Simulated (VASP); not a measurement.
Here is a VASP 6.6.1 calculation.

Contents of INCAR:

```
PREC     = Accurate       # precision mode
ENCUT    = 600            # plane-wave cutoff, eV
EDIFF    = 1E-6           # SCF threshold, eV
ISMEAR   = -1             # smearing method
SIGMA    = 0.1            # smearing width, eV
LREAL    = F              # projectors in reciprocal space
LASPH    = T              # aspherical terms in the spheres
NELM     = 100            # most SCF steps
ALGO     = Normal         # electronic algorithm
ISIF     = 3              # what is computed and relaxed
LWAVE    = F              # write WAVECAR
LCHARG   = F              # write CHGCAR
GGA      = PS             # functional
IBRION   = 2              # ionic algorithm
NSW      = 60             # ionic steps
EDIFFG   = -0.005         # ionic threshold
PSTRESS  = 28.0
```

KPOINTS

```
Automatic mesh
0
Gamma
  13 13 13
```

POSCAR

```
Ca
1.0
    0.0000000000      2.6141887009      2.6141887009
    2.6141887009      0.0000000000      2.6141887009
    2.6141887009      2.6141887009      0.0000000000
Ca
1
Direct
    0.0000000000      0.0000000000      0.0000000000
```

Potentials or basis: VASP PAW PBE potentials, release 64 (Ca_sv).

The run is started by

```bash
$ cat potpaw_PBE.64/Ca_sv/POTCAR > POTCAR
$ mpirun -np 1 vasp_std > vasp.out
```

**Question.** Predict the relaxed volume.

**Answer.** 35.84 Å³/atom.

**Question.** Estimate the relaxed cell.

**Answer.** a = 3.701 Å, b = 3.701 Å, c = 3.701 Å, α = 60.00°, β = 60.00°, γ = 60.00°.

The path:
| step | energy change (eV) | largest force (eV/Å) | pressure (GPa) | volume (Å³) |
| --- | --- | --- | --- | --- |
| 1 | 0.0000 | 0.0000 | 2.86 | 35.73 |
| 2 | -0.0011 | 0.0000 | 2.82 | 35.80 |
| 3 | -0.0019 | 0.0000 | 2.81 | 35.84 |

Caveat: the cell is relaxed towards a set pressure, so the run minimises the enthalpy, not the energy; the PAW data sets were made with another functional, which shifts forces and pressure a little.
